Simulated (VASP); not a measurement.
# Si (Fd-3m) in VASP: elastic constants with LDA

Aim: the elastic constants of Si with LDA.

Everything below comes from runs of VASP 6.6.1. Logs are shortened: lines on timing, memory, paths and dates and some standing lists are left out, and cuts for length are marked.

## (1) The cell of the first run

Symmetry: Fd-3m, No. 227, cubic system. Conventional cell: a = 5.402 Å, b = 5.402 Å, c = 5.402 Å, α = 90.00°, β = 90.00°, γ = 90.00°. Within 3.1 Å of Si (site symmetry -43m) lie 4 Si at 2.34 Å.

## (2) Elastic constants, LDA

Contents of INCAR:

```
PREC = Accurate
ENCUT = 600
EDIFF = 1E-8
ISMEAR = 0
SIGMA = 0.01
LREAL = F
LASPH = T
NELM = 60
ALGO = Normal
ISIF = 3
LWAVE = F
LCHARG = T
GGA = CA
IBRION = 6
NFREE = 2
POTIM = 0.015
NSW = 1
```

Contents of KPOINTS:

```
regular mesh
0
Gamma
  8 8 8
```

Contents of POSCAR:

```
Si
1.0
    0.0000000000      2.7009831628      2.7009831628
    2.7009831628      0.0000000000      2.7009831628
    2.7009831628      2.7009831628      0.0000000000
Si
2
Direct
    0.2500000000      0.2500000000      0.2500000000
    0.0000000000      0.0000000000      0.0000000000
```

Potentials or basis: VASP PAW LDA potentials, release 64 (Si).

The run is started by

```
$ cat potpaw_LDA.64/Si/POTCAR > POTCAR
$ mpirun -np 1 vasp_std > vasp.out
```

OUTCAR:

```text
PREC = Accurate
   ENCUT = 600
   EDIFF = 1E-8
   ISMEAR = 0
   LREAL = F
   LASPH = T
   NELM = 60
   ISIF = 3
   GGA = CA
   IBRION = 6
   NFREE = 2
   POTIM = 0.015
   NSW = 1

 ion  position               nearest neighbor table
   1  0.250  0.250  0.250-   2 2.34   2 2.34   2 2.34   2 2.34
   2  0.000  0.000  0.000-   1 2.34   1 2.34   1 2.34   1 2.34

  LATTYP: Found a face centered cubic cell.
 ALAT       =     5.4019663256

  Lattice vectors:

 A1 = (   0.0000000000,   2.7009831628,   2.7009831628)
 A2 = (   2.7009831628,   0.0000000000,   2.7009831628)
 A3 = (   2.7009831628,   2.7009831628,   0.0000000000)

Analysis of symmetry for initial positions (statically):
=====================================================================
 Subroutine PRICEL returns:
 Original cell was already a primitive cell.

 Routine SETGRP: Setting up the symmetry group for a
 face centered cubic supercell.

 Subroutine GETGRP returns: Found 48 space group operations
 (whereof 24 operations were pure point group operations)
 out of a pool of 48 trial point group operations.

The static configuration has the point symmetry T_d .
 The point group associated with its full space group is O_h .

Analysis of symmetry for dynamics (positions and initial velocities):
=====================================================================
 Subroutine PRICEL returns:
 Original cell was already a primitive cell.

 Routine SETGRP: Setting up the symmetry group for a
 face centered cubic supercell.

 Subroutine GETGRP returns: Found 48 space group operations
 (whereof 24 operations were pure point group operations)
 out of a pool of 48 trial point group operations.

The dynamic configuration has the point symmetry T_d .
 The point group associated with its full space group is O_h .

 Subroutine INISYM returns: Found 48 space group operations
 (whereof 24 operations are pure point group operations),
 and found     1 'primitive' translations

----------------------------------------------------------------------------------------

                                     Primitive cell

  volume of cell :      39.4090

  direct lattice vectors                    reciprocal lattice vectors
     0.000000000  2.700983163  2.700983163    -0.185117777  0.185117777  0.185117777
     2.700983163  0.000000000  2.700983163     0.185117777 -0.185117777  0.185117777
     2.700983163  2.700983163  0.000000000     0.185117777  0.185117777 -0.185117777

  length of vectors
     3.819767021  3.819767021  3.819767021     0.320633396  0.320633396  0.320633396

  position of ions in fractional coordinates (direct lattice)
     0.250000000  0.250000000  0.250000000
     0.000000000  0.000000000  0.000000000

  ion indices of the primitive-cell ions
   primitive index   ion index
                 1           1
                 2           2

----------------------------------------------------------------------------------------

 KPOINTS: regular mesh

Automatic generation of k-mesh.
 Grid dimensions read from file:
 generate k-points for:    8    8    8

 Generating k-lattice:

[... 108 lines left out ...]
  ---------------------------------------------------
  free energy    TOTEN  =       -11.91576923 eV

  energy without entropy =      -11.91576923  energy(sigma->0) =      -11.91576923

------------------------ aborting loop because EDIFF is reached ----------------------------------------

  FORCE on cell =-STRESS in cart. coord.  units (eV):
  Direction    XX          YY          ZZ          XY          YZ          ZX
  --------------------------------------------------------------------------------------
  -------------------------------------------------------------------------------------
  Total        0.0153295      0.0153295      0.0153295      0.0000000     -0.0000000      0.0000000
  in kB        0.6232237      0.6232237      0.6232237      0.0000000     -0.0000000      0.0000000
  external PRESSURE =       0.6232237 kB  Pullay stress =       0.0000000 kB
[... 89 lines left out ...]
  FREE ENERGIE OF THE ION-ELECTRON SYSTEM (eV)
  ---------------------------------------------------
  free  energy   TOTEN  =       -11.9110337097 eV

  energy  without entropy=      -11.9110337097  energy(sigma->0) =      -11.91103371

[... ionic steps 4 to 12 ...]

--------------------------------------- Ionic step       13  -------------------------------------------

 number of electron       8.0000000 magnetization

------------------------ aborting loop because EDIFF is reached ----------------------------------------
[... 67 lines left out ...]
--------------------------------------- Ionic step       15  -------------------------------------------

 number of electron       8.0000000 magnetization

 Free energy of the ion-electron system (eV)
  ---------------------------------------------------
  ext. energy  EPLUGINS =         0.00000000
  ---------------------------------------------------
  free energy    TOTEN  =       -11.91423902 eV

  energy without entropy =      -11.91423902  energy(sigma->0) =      -11.91423902

 E-fermi :   6.1080     XC(G=0):  -9.6651

 val. band max:        6.0074137022   @ k =   0.0000   0.0000   0.0000
 cond. band min:       6.4226880661   @ k =   0.0000   0.3750   0.3750
 fundamental gap:      0.4152743639
 Fermi energy:         6.1079607642

 k-point     1 :       0.0000    0.0000    0.0000
  band No.  band energies     occupation
      1      -6.1323      2.00000
      2       5.8623      2.00000
      3       5.9354      2.00000
      4       6.0074      2.00000
      5       8.4222      0.00000
      6       8.4640      0.00000
      7       8.5075      0.00000
      8       9.3266      0.00000
[... 243 lines left out ...]
 k-point    24 :      -0.3750    0.2500    0.1250
  band No.  band energies     occupation
      1      -3.1905      2.00000
      2      -0.9599      2.00000
      3       2.4157      2.00000
      4       3.7581      2.00000
      5       8.9471      0.00000
      6       9.0135      0.00000
      7      11.8196      0.00000
      8      12.9733      0.00000

 [... further k-points ...]

------------------------ aborting loop because EDIFF is reached ----------------------------------------

  FORCE on cell =-STRESS in cart. coord.  units (eV):
  Direction    XX          YY          ZZ          XY          YZ          ZX
  --------------------------------------------------------------------------------------
  -------------------------------------------------------------------------------------
  Total        0.0146389      0.0184109      0.0184109      0.0000000      0.1488291      0.0000000
  in kB        0.5951477      0.7484967      0.7484967      0.0000000      6.0506604      0.0000000
  external PRESSURE =       0.6973803 kB  Pullay stress =       0.0000000 kB
[... 17 lines left out ...]
  FREE ENERGIE OF THE ION-ELECTRON SYSTEM (eV)
  ---------------------------------------------------
  free  energy   TOTEN  =       -11.9142390171 eV

  energy  without entropy=      -11.9142390171  energy(sigma->0) =      -11.91423902

 INTERNAL STRAIN TENSORS FROM STRAINED CELLS
 ============================================

 INTERNAL STRAIN TENSOR FOR ION    1 for displacements in x,y,z  (eV/Angst):
          X           Y           Z          XY          YZ          ZX
  --------------------------------------------------------------------------------
  x     0.00000     0.00000    -0.00000     0.00000    -9.93963     0.00000
  y    -0.00000    -0.00000    -0.00000     0.00000    -0.00000    -9.93952
  z    -0.00000     0.00000    -0.00000    -9.93969     0.00000     0.00000

 INTERNAL STRAIN TENSORS FROM DISPLACED ATOMS
 ============================================

 INTERNAL STRAIN TENSOR FOR ION    1 for displacements in x,y,z  (eV/Angst):
          X           Y           Z          XY          YZ          ZX
  --------------------------------------------------------------------------------
  x     0.00000     0.00000     0.00000     0.00000    -9.92969     0.00000
  y     0.00000     0.00000     0.00000     0.00000     0.00000    -9.92969
  z     0.00000     0.00000     0.00000    -9.92969     0.00000     0.00000

 INTERNAL STRAIN TENSOR FOR ION    2 for displacements in x,y,z  (eV/Angst):
          X           Y           Z          XY          YZ          ZX
  --------------------------------------------------------------------------------
  x     0.00000     0.00000     0.00000     0.00000     9.92969     0.00000
  y     0.00000     0.00000     0.00000     0.00000     0.00000     9.92969
  z     0.00000     0.00000     0.00000     9.92969     0.00000     0.00000

 Eigenvectors and eigenvalues of the dynamical matrix
 ----------------------------------------------------

   1 f  =   15.385662 THz    96.670964 2PiTHz  513.210437 cm-1    63.629956 meV
             X         Y         Z           dx          dy          dz
      1.350492  1.350492  1.350492     0.000000   -0.707107    0.000000
      0.000000  0.000000  0.000000     0.000000    0.707107    0.000000
[... 21 lines left out ...]
   6 f  =    0.000000 THz     0.000000 2PiTHz    0.000000 cm-1     0.000000 meV
             X         Y         Z           dx          dy          dz
      1.350492  1.350492  1.350492     0.000000    0.000000    0.707107
      0.000000  0.000000  0.000000     0.000000    0.000000    0.707107

--------------------------------------------------------------------------------------------------------

 ELASTIC MODULI CONTR FROM IONIC RELAXATION (kBar)
 Direction    XX          YY          ZZ          XY          YZ          ZX
 --------------------------------------------------------------------------------
 XX           0.0000      0.0000      0.0000      0.0000      0.0000      0.0000
 YY           0.0000      0.0000      0.0000      0.0000      0.0000      0.0000
 ZZ           0.0000      0.0000      0.0000      0.0000      0.0000      0.0000
 XY           0.0000      0.0000      0.0000   -294.7208      0.0000      0.0000
 YZ           0.0000      0.0000      0.0000      0.0000   -294.7208      0.0000
 ZX           0.0000      0.0000      0.0000      0.0000      0.0000   -294.7208
 --------------------------------------------------------------------------------

 TOTAL ELASTIC MODULI (kBar)
 Direction    XX          YY          ZZ          XY          YZ          ZX
 --------------------------------------------------------------------------------
 XX        1614.1198    648.2380    648.2380     -0.0000     -0.0000     -0.0000
 YY         648.2380   1614.1198    648.2380     -0.0000     -0.0000      0.0000
 ZZ         648.2380    648.2380   1614.1198     -0.0000     -0.0000      0.0000
 XY          -0.0000     -0.0000     -0.0000    761.8842      0.0000      0.0000
 YZ          -0.0000     -0.0000     -0.0000      0.0000    761.8842      0.0000
 ZX          -0.0000      0.0000      0.0000      0.0000      0.0000    761.8842
 --------------------------------------------------------------------------------
```

Run time: 3.9 min. Hardware: 1 thread of Intel Xeon Platinum 8259CL at 2.50GHz (Skylake/Cascade Lake), shared host; peak memory 0.21 GiB.

Results:

```
Elastic constants C11, C12, C44 : 161, 65, 76 GPa
Voigt bulk modulus              : 97 GPa
Highest phonon frequency at Γ   : 513 cm⁻¹
```

Phonon frequencies in cm⁻¹ (negative: imaginary):
```
              q point        frequencies
(0.000, 0.000, 0.000)  0 0 0 513 513 513
```

Elastic tensor in Voigt notation (GPa, in the Cartesian axes of the cell as first typed):
```
161  65  65   0   0   0
 65 161  65   0   0   0
 65  65 161   0   0   0
  0   0   0  76   0   0
  0   0   0   0  76   0
  0   0   0   0   0  76
```

Clamped-ion elastic tensor (GPa):
```
161  65  65   0   0   0
 65 161  65   0   0   0
 65  65 161   0   0   0
  0   0   0 106   0   0
  0   0   0   0 106   0
  0   0   0   0   0 106
```
